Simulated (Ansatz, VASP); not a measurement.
# Mg3S2O: VASP beside Ansatz

```
Mg S O
1.0
    14.02323    0.00000    0.00000
     0.00000    2.62528    2.62799
     0.00000   -2.62528    2.62799
Mg S O
6 4 2
Direct
  0.39632 0.83174 0.34514
  0.89632 0.34514 0.83174
  0.60368 0.34514 0.83174
  0.10368 0.83174 0.34514
  0.75000 0.84520 0.13544
  0.25000 0.13544 0.84520
  0.58733 0.84656 0.35698
  0.08733 0.35698 0.84656
  0.41267 0.35698 0.84656
  0.91267 0.84656 0.35698
  0.75000 0.34559 0.91283
  0.25000 0.91283 0.34559
```

Change from the starting cell: the structure that the rattled cell fell into.

Alike in both runs: task relaxation of cell and atoms; functional PBE; k mesh 2 × 6 × 6; occupations gaussian, width 0.02 eV; no spin polarisation.

|  | VASP | Ansatz |
| --- | --- | --- |
| version | VASP 6.6.1 | Ansatz 0.2.0 |
| potentials or method | VASP PAW PBE potentials, release 64 (Mg, S, O), cutoff 600 eV | scalar-relativistic, plane waves, PAW |
| valence electrons in the cell | 48 | 96 |

```tsv
	VASP	Ansatz	Ansatz less VASP
gap on the k mesh at the Fermi level, each at its own relaxed structure (eV)	3.29	3.27	-0.020
relaxed volume (Å³/atom)	16.03	16.11	+0.080
relaxed length of the cell vector where the two differ most in proportion (Å)	3.700	3.708	+0.0076
```

VASP's potentials hold 48 valence electrons a cell and Ansatz's 96, so a difference there can come from the potentials and not from the codes.
